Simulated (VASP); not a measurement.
# SnO (P2_1/m) in VASP: further runs

Runs on SnO. Level: PBE. Tasks: single point.

All numbers are computed with VASP 6.6.1; they aren't measurements. Logs are shortened: lines on timing, memory, paths and dates and some standing lists are left out, and cuts for length are marked.

## (1) The cell of the first run

Symmetry: P2_1/m, No. 11, monoclinic system. The conventional cell has a = 3.713 Å, b = 3.713 Å, c = 5.068 Å, α = 90.00°, β = 90.00°, γ = 90.00°. Sn (site symmetry m) has 4 O at 2.07 to 2.31 Å within 2.7 Å. Within 2.7 Å of O (site symmetry m) lie 4 Sn at 2.07 to 2.31 Å and 4 O at 2.60 to 2.65 Å.

## (2) Single point, PBE (atoms displaced along a vibrational mode, the cell strained)

Input file INCAR:

```
SYSTEM = SnO
  PREC = Accurate
  ENCUT = 520
  EDIFF = 1E-6
  ISMEAR = 0
  SIGMA = 0.05
  LREAL = .FALSE.
  LASPH = .TRUE.
  NELM = 80
  ALGO = Normal
  ISIF = 2
  LWAVE = .FALSE.
  LCHARG = .TRUE.
  GGA = PE
  LELF = .TRUE.
  LVHAR = .TRUE.
  NBANDS = 28
```

Input file KPOINTS:

```
regular mesh
0
G
  10 10 8
  0 0 0
```

Input file POSCAR:

```
SnO
1.0
    3.7125861900      0.0000000000      0.0000000000
    0.0000000000      3.7125861900      0.0000000000
    0.0000000000      0.0000000000      5.0679375214
Sn O
2 2
Direct
   -0.0431052619      0.5000000000      0.2286909982
    0.5431052619      0.0000000000      0.7713090018
    0.0045883204      0.0000000000      0.0000000000
    0.4954116796      0.5000000000      0.0000000000
```

Potentials or basis: VASP PAW PBE potentials, release 64 (Sn_d, O).

On the command line:

```sh
$ cat potpaw_PBE.64/Sn_d/POTCAR potpaw_PBE.64/O/POTCAR > POTCAR
$ mpirun -np 1 vasp_std > vasp.out
```

OUTCAR:

```text
SYSTEM = SnO
   PREC = Accurate
   ENCUT = 520
   EDIFF = 1E-6
   ISMEAR = 0
   LREAL = .FALSE.
   LASPH = .TRUE.
   NELM = 80
   ISIF = 2
   GGA = PE

 ion  position               nearest neighbor table
   1  0.957  0.500  0.229-   4 2.07   3 2.20   3 2.20   4 2.31   2 3.34   2 3.34   2 3.66   2 3.66
                             2 3.68   2 3.68
   2  0.543  0.000  0.771-   3 2.07   4 2.20   4 2.20   3 2.31   1 3.34   1 3.34   1 3.66   1 3.66
                             1 3.68   1 3.68
   3  0.005  0.000  0.000-   2 2.07   1 2.20   1 2.20   2 2.31
   4  0.495  0.500  0.000-   1 2.07   2 2.20   2 2.20   1 2.31

  LATTYP: Found a simple tetragonal cell.
 ALAT       =     3.7125861900
 C/A-ratio  =     1.3650693242

  Lattice vectors:

 A1 = (   3.7125861900,   0.0000000000,   0.0000000000)
 A2 = (   0.0000000000,   3.7125861900,   0.0000000000)
 A3 = (   0.0000000000,   0.0000000000,   5.0679375214)

Analysis of symmetry for initial positions (statically):
=====================================================================
 Subroutine PRICEL returns:
 Original cell was already a primitive cell.

 Routine SETGRP: Setting up the symmetry group for a
 simple tetragonal supercell.

 Subroutine GETGRP returns: Found  4 space group operations
 (whereof  2 operations were pure point group operations)
 out of a pool of 16 trial point group operations.

The static configuration has the point symmetry C_1h.
 The point group associated with its full space group is C_2h.

Analysis of symmetry for dynamics (positions and initial velocities):
=====================================================================
 Subroutine PRICEL returns:
 Original cell was already a primitive cell.

 Routine SETGRP: Setting up the symmetry group for a
 simple tetragonal supercell.

 Subroutine GETGRP returns: Found  4 space group operations
 (whereof  2 operations were pure point group operations)
 out of a pool of 16 trial point group operations.

The dynamic configuration has the point symmetry C_1h.
 The point group associated with its full space group is C_2h.

 Subroutine INISYM returns: Found  4 space group operations
 (whereof  2 operations are pure point group operations),
 and found     1 'primitive' translations

----------------------------------------------------------------------------------------

                                     Primitive cell
[... 93 lines left out ...]
   ENCUT  =  520.0 eV  38.22 Ry    6.18 a.u.   6.90  6.90  9.42*2*pi/ulx,y,z
   NELM   =     80;   NELMIN=  2; NELMDL= -5     # of ELM steps
   EDIFF  = 0.1E-05   stopping-criterion for ELM
   LREAL  =      F    real-space projection
   EDIFFG = 0.1E-04   stopping-criterion for IOM
   NSW    =      0    number of steps for IOM
   IBRION =     -1    ionic relax: 0-MD 1-quasi-New 2-CG
   NFREE  =      0    steps in history (QN), initial steepest desc. (CG)
   ISIF   =      2    stress and relaxation
   ISYM   =      2    0-nonsym 1-usesym 2-fastsym
   POTIM  = 0.5000    time-step for ionic-motion
   TEBEG  =    0.0;   TEEND  =   0.0 temperature during run
   PSTRESS=    0.0 pullay stress
   NELECT =      40.0000    total number of electrons
   NUPDOWN=      -1.0000    fix difference up-down
   EMIN   =  10.00;   EMAX   =-10.00  energy-range for DOS
   EFERMI =   0.00;   METHOD = LEGACY
   ISMEAR =     0;   SIGMA  =   0.05  broadening in eV -4-tet -1-fermi 0-gaus
   EFERMI_NEDOS =   21; number of points for ismear=-14 and -15
   IALGO  =     38    algorithm
   IMIX   =      4    mixing-type and parameters
     AMIX     =   0.40;   BMIX     =  1.00
     AMIX_MAG =   1.60;   BMIX_MAG =  1.00
  volume/ion in A,a.u.               =      17.46       117.85
  Fermi-wavevector in a.u.,A,eV,Ry     =   1.359461  2.569009 25.145388  1.848134
  Thomas-Fermi vector in A             =   2.486207
   LORBIT       =      0    0 simple, 1 ext, 2 COOP (PROOUT), +10 PAW based schemes
   GGA     = PE    functional components
   LHFCALC =     F    Hartree Fock is set to
   AEXX    =    0.0000 exact exchange contribution
   IVDW    =     0    specifies the selected vdW correction
   LEPSILON=     F    determine dielectric tensor
   LRPA    =     F    only Hartree local field effects (RPA)
 non-spin polarized calculation
 Gauss-broadening in eV      SIGMA  =   0.05
  energy-cutoff  :      520.00
  volume of cell :       69.85
 maximum number of plane-waves:      1908
   NGX = 13   NGY = 13   NGZ = 19

 number of electron      39.9999993 magnetization

 Free energy of the ion-electron system (eV)
  ---------------------------------------------------
  ext. energy  EPLUGINS =         0.00000000
  ---------------------------------------------------
  free energy    TOTEN  =       -22.34499762 eV

  energy without entropy =      -22.34498076  energy(sigma->0) =      -22.34498919

 E-fermi :   7.5319     XC(G=0): -10.2156

 val. band max:        7.4595690716   @ k =   0.0000   0.0000   0.0000
 cond. band min:       7.6056108475   @ k =   0.5000   0.5000   0.0000
 fundamental gap:      0.1460417760
 Fermi energy:         7.5319437956

 k-point     1 :       0.0000    0.0000    0.0000
  band No.  band energies     occupation
      1     -14.9262      2.00000
      2     -14.4338      2.00000
      3     -14.3660      2.00000
      4     -14.3474      2.00000
      5     -14.2792      2.00000
      6     -14.2750      2.00000
[... 733 lines left out ...]
     27      14.9783      0.00000
     28      16.0073      0.00000

 [... further k-points ...]

------------------------ aborting loop because EDIFF is reached ----------------------------------------

  FORCE on cell =-STRESS in cart. coord.  units (eV):
  Direction    XX          YY          ZZ          XY          YZ          ZX
  --------------------------------------------------------------------------------------
  -------------------------------------------------------------------------------------
  Total        5.7040045      4.7710028      3.3559290      0.0000000      0.0000000      2.4330350
  in kB      130.8296257    109.4298766     76.9731038      0.0000000      0.0000000     55.8051917
  external PRESSURE =     105.7442020 kB  Pullay stress =       0.0000000 kB

 VOLUME and BASIS-vectors are now :
 -----------------------------------------------------------------------------
  energy-cutoff  :      520.00
  volume of cell :       69.85
      direct lattice vectors                 reciprocal lattice vectors
     3.712586190  0.000000000  0.000000000     0.269354016  0.000000000  0.000000000
     0.000000000  3.712586190  0.000000000     0.000000000  0.269354016  0.000000000
     0.000000000  0.000000000  5.067937521     0.000000000  0.000000000  0.197318928

 POSITION                                       TOTAL-FORCE (eV/Angst)
 -----------------------------------------------------------------------------------
      3.55255      1.85629      1.15899         1.232238      0.000000      1.416487
      2.01633      0.00000      3.90895        -1.232238      0.000000     -1.416487
      0.01703      0.00000      0.00000         0.439068      0.000000      0.293338
      1.83926      1.85629      0.00000        -0.439068      0.000000     -0.293338
 -----------------------------------------------------------------------------------
    total drift:                               -0.000000     -0.000000      0.000000

  FREE ENERGIE OF THE ION-ELECTRON SYSTEM (eV)
  ---------------------------------------------------
  free  energy   TOTEN  =       -22.3449976233 eV

  energy  without entropy=      -22.3449807620  energy(sigma->0) =      -22.34498919
```

It took 3.9 min on 1 thread of AMD EPYC 9R45 (Zen 5), shared host; peak memory 0.44 GiB.

Results:

- Free energy: -22.3450 eV
- Pressure: 10.6 GPa
- Largest force: 1.877 eV/Å
- Band gap on the k mesh: 0.15 eV (least direct gap 2.02 eV)

Forces on the atoms (eV/Å):
```
Sn   1.232  0.000  1.416
Sn  -1.232  0.000 -1.416
O    0.439  0.000  0.293
O   -0.439  0.000 -0.293
```

Stress tensor (GPa, compression positive):
```
13.08  0.00  5.58
 0.00 10.94  0.00
 5.58  0.00  7.70
```

Caveat: the cell differs from its parent crystal (atoms displaced along a vibrational mode, the cell strained); the cell stands under pressure; spin-orbit coupling is left out, which moves the levels of the heavy elements; forces of over 1 eV/Å act on the atoms, so gaps and moduli don't describe the material at rest. A k mesh can miss the band edges.

## (3) Single point, PBE (atoms displaced along a vibrational mode, the cell strained)

Input file INCAR:

```
ALGO     = Normal         # electronic algorithm
EDIFF    = 1E-7           # SCF threshold, eV
ENCUT    = 520            # plane-wave cutoff, eV
GGA      = PE             # functional
ISIF     = 2              # what is computed and relaxed
ISMEAR   = 0              # smearing method
LASPH    = True           # aspherical terms in the spheres
LCHARG   = False          # write CHGCAR
LREAL    = False          # projectors in reciprocal space
LWAVE    = False          # write WAVECAR
NBANDS   = 28             # bands
NELM     = 80             # most SCF steps
PREC     = Accurate       # precision mode
SIGMA    = 0.05           # smearing width, eV
```

Input file KPOINTS:

```
k-points
0
Gamma
  10 10 8
```

Input file POSCAR:

```
SnO
1.0
    3.7640209778      0.0000000000      0.0000000000
    0.0000000000      3.7640209778      0.0000000000
    0.0000000000      0.0000000000      5.0679375214
Sn O
2 2
Direct
   -0.0215397020      0.5000000000      0.2286909982
    0.5215397020      0.0000000000      0.7713090018
    0.0022927840      0.0000000000      0.0000000000
    0.4977072160      0.5000000000      0.0000000000
```

Potentials or basis: VASP PAW PBE potentials, release 64 (Sn_d, O).

On the command line:

```sh
$ cat potpaw_PBE.64/Sn_d/POTCAR potpaw_PBE.64/O/POTCAR > POTCAR
$ mpirun -np 1 vasp_std > vasp.out
```

Run time: 13 min. Hardware: 1 thread of Oxide Virtual Turin-like, shared host; peak memory 0.45 GiB.

The run converged. Its results:

| Property | Result |
| --- | --- |
| Free energy | -22.5968 eV |
| Pressure | 6.1 GPa |
| Largest force | 0.961 eV/Å |
| Band gap on the k mesh | 0.25 eV (least direct gap 1.98 eV) |

Forces in eV/Å, atoms in the order of the input:
```
Sn   0.533  0.000  0.800
Sn  -0.533  0.000 -0.800
O    0.130  0.000  0.065
O   -0.130  0.000 -0.065
```

Stress tensor (GPa, compression positive):
```
7.35 0.00 2.35
0.00 6.86 0.00
2.35 0.00 4.14
```

Levels at points of the mesh, in eV from the valence-band top:
```
           k point  band 18  band 19  band 20  band 21  band 22  band 23
(0.00, 0.00, 0.00)    -3.27    -3.27     0.00     1.98     3.80     4.93
(0.50, 0.00, 0.00)    -4.92    -2.93    -2.54     2.83     2.97     5.79
(0.00, 0.50, 0.00)    -4.98    -2.74    -2.74     2.88     2.88     5.74
(0.50, 0.50, 0.00)    -2.60    -1.97    -1.97     0.25     0.25     4.28
(0.00, 0.00, 0.50)    -3.28    -3.28    -2.48     1.74     3.22     3.31
(0.50, 0.00, 0.50)    -4.91    -1.98    -1.75     2.27     2.28     5.39
(0.00, 0.50, 0.50)    -4.96    -1.87    -1.87     2.28     2.28     5.65
(0.50, 0.50, 0.50)    -2.61    -2.56    -2.56     2.35     2.35     3.60
```

Caveat: the cell differs from its parent crystal (atoms displaced along a vibrational mode, the cell strained); the cell stands under pressure; spin-orbit coupling is left out, which moves the levels of the heavy elements. A k mesh can miss the band edges.

## (4) Single point, PBE (atoms displaced along a vibrational mode, the cell strained)

Input file INCAR:

```
PREC = Accurate
ENCUT = 520
EDIFF = 1E-7
ISMEAR = 0
SIGMA = 0.05
LREAL = False
LASPH = True
NELM = 80
ALGO = Normal
ISIF = 2
LWAVE = False
LCHARG = True
GGA = PE
LELF = True
LVHAR = True
NBANDS = 28
```

Input file KPOINTS:

```
regular mesh
0
Gamma
  10 10 8
```

Input file POSCAR:

```
SnO
1.0
    3.7640209778      0.0000000000      0.0000000000
    0.0000000000      3.7640209778      0.0000000000
    0.0000000000      0.0000000000      5.0679375214
Sn O
2 2
Direct
   -0.0646449638      0.5000000000      0.2286909982
    0.5646449638      0.0000000000      0.7713090018
    0.0068811044      0.0000000000      0.0000000000
    0.4931188956      0.5000000000      0.0000000000
```

On the command line:

```sh
$ cat potpaw_PBE.64/Sn_d/POTCAR potpaw_PBE.64/O/POTCAR > POTCAR
$ mpirun -np 1 vasp_std > vasp.out
```

Run time: 12 min. Hardware: 1 thread of Oxide Virtual Turin-like, shared host; peak memory 0.44 GiB.

Results (log left out):

```
Free energy            : -22.2435 eV
Pressure               : 8.8 GPa
Largest force          : 2.271 eV/Å
Band gap on the k mesh : 0.33 eV (least direct gap 1.91 eV)
```

Forces in eV/Å, atoms in the order of the input:
```
Sn   1.772  0.000  1.420
Sn  -1.772  0.000 -1.420
O    0.597  0.000  0.613
O   -0.597  0.000 -0.613
```

Stress tensor (GPa, compression positive):
```
11.72  0.00  7.95
 0.00  7.35  0.00
 7.95  0.00  7.48
```

Levels at points of the mesh, in eV from the valence-band top:
| k point | band 17 | band 18 | band 19 | band 20 | band 21 | band 22 | band 23 | band 24 |
| --- | --- | --- | --- | --- | --- | --- | --- | --- |
| (0.00, 0.00, 0.00) | -3.72 | -3.22 | -3.21 | 0.00 | 1.91 | 3.62 | 4.84 | 5.27 |
| (0.50, 0.00, 0.00) | -5.14 | -4.77 | -3.28 | -2.14 | 2.67 | 3.14 | 5.73 | 5.81 |
| (0.00, 0.50, 0.00) | -4.89 | -4.89 | -2.75 | -2.75 | 2.77 | 2.77 | 5.58 | 5.58 |
| (0.50, 0.50, 0.00) | -2.60 | -2.60 | -2.02 | -2.02 | 0.33 | 0.33 | 4.23 | 4.23 |
| (0.00, 0.00, 0.50) | -3.33 | -3.27 | -3.23 | -2.50 | 1.61 | 3.15 | 3.85 | 3.99 |
| (0.50, 0.00, 0.50) | -5.11 | -4.76 | -2.18 | -1.49 | 2.22 | 2.28 | 4.87 | 6.30 |
| (0.00, 0.50, 0.50) | -4.91 | -4.91 | -1.87 | -1.87 | 2.26 | 2.26 | 5.61 | 5.61 |
| (0.50, 0.50, 0.50) | -2.61 | -2.61 | -2.53 | -2.53 | 2.41 | 2.41 | 3.55 | 3.55 |

Caveat: the cell differs from its parent crystal (atoms displaced along a vibrational mode, the cell strained); the cell stands under pressure; spin-orbit coupling is left out, which moves the levels of the heavy elements; forces of over 1 eV/Å act on the atoms, so gaps and moduli don't describe the material at rest. A k mesh can miss the band edges.

## (5) The runs side by side

```tsv
cell	gap on the mesh (eV)	pressure (GPa)	largest force (eV/Å)
a = 3.713, b = 3.713, c = 5.068 Å, 4 atoms, atomic positions A	0.15	10.6	1.88
a = 3.764, b = 3.764, c = 5.068 Å, 4 atoms, atomic positions B	0.25	6.1	0.96
a = 3.764, b = 3.764, c = 5.068 Å, 4 atoms, atomic positions C	0.33	8.8	2.27
```

Alike in all rows: task single point; level PBE; potentials or basis VASP PAW PBE potentials, release 64 (Sn_d, O); no spin polarisation; k mesh 10 × 10 × 8; cutoff (eV) 520; smearing gaussian 0.05 eV.

Caveats: the cell stands under pressure; spin-orbit coupling is left out, which moves the levels of the heavy elements; forces of over 1 eV/Å act on the atoms, so gaps and moduli don't describe the material at rest (at least some runs).

Total energies depend on the potentials used, so only differences within one code and one set of settings carry meaning.
